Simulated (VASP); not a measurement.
Write the native input for VASP 6.6.1 that does the following.

```yaml
Task: relaxation of cell and atoms
Functional: PBEsol
Potentials_or_basis: VASP PAW PBE potentials, release 64 (Pb_d, O)
Cutoff: 600 eV
k_mesh: 8 × 8 × 10
Occupations: gaussian, width 0.1 eV
Spin: no spin polarisation
Target_pressure: -3 GPa
Dipole_correction: no
Further_INCAR_settings: ALGO = Normal; EDIFF = 1e-06; IBRION = 2; EDIFFG = -0.008; NSW = 70; ISIF = 3
```

The structure of PbO2 lies in POSCAR:

```
PbO2
1.0
    5.0449274509      0.0000000000      0.0000000000
    0.0000000000      5.0449274509      0.0000000000
    0.0000000000      0.0000000000      3.4440983326
Pb O
2 4
Direct
    0.0000000000      0.0000000000      0.0000000000
    0.5000000000      0.5000000000      0.5000000000
    0.3076225152      0.3076225152      0.0000000000
    0.1923774848      0.8076225152      0.5000000000
    0.6923774848      0.6923774848      0.0000000000
    0.8076225152      0.1923774848      0.5000000000
```

These files were run (other wordings do the same):

INCAR

```
  ALGO = Normal
  EDIFF = 1E-6
  EDIFFG = -0.008
  ENCUT = 600
  GGA = PS
  IBRION = 2
  ISIF = 3
  ISMEAR = 0
  LASPH = T
  LCHARG = F
  LREAL = F
  LWAVE = F
  NELM = 100
  NSW = 70
  PREC = Accurate
  PSTRESS = -30.0
  SIGMA = 0.1
```

KPOINTS

```
k-points
0
Gamma
  8 8 10
```

Potentials or basis: VASP PAW PBE potentials, release 64 (Pb_d, O).

Run with:

```sh
$ cat potpaw_PBE.64/Pb_d/POTCAR potpaw_PBE.64/O/POTCAR > POTCAR
$ mpirun -np 1 vasp_std > vasp.out
```

It gave:

| Property | Result |
| --- | --- |
| Relaxed volume | 14.59 Å³/atom |
| Relaxed cell | a = 5.059 Å, b = 5.059 Å, c = 3.420 Å, α = 90.00°, β = 90.00°, γ = 90.00° |
| Space group after relaxing (to 0.1 Å) | P4_2/mnm (No. 136) |
| Energy change on relaxing (the run minimises the enthalpy) | -0.8 meV/atom |
| Ionic steps | 10 |
| Pressure after relaxing | -3.0 GPa |
| Largest force after relaxing | 0.004 eV/Å |
| Band gap on the k mesh | 0.04 eV |

Caveat: the cell is relaxed towards a set pressure, so the run minimises the enthalpy, not the energy; the smearing spreads over this small gap; the PAW data sets were made with another functional, which shifts forces and pressure a little; spin-orbit coupling is left out, which moves the levels of the heavy elements.

It took 27 min on 1 thread of Intel Xeon 8259CL, with other jobs on the host, peak memory 0.38 GiB.
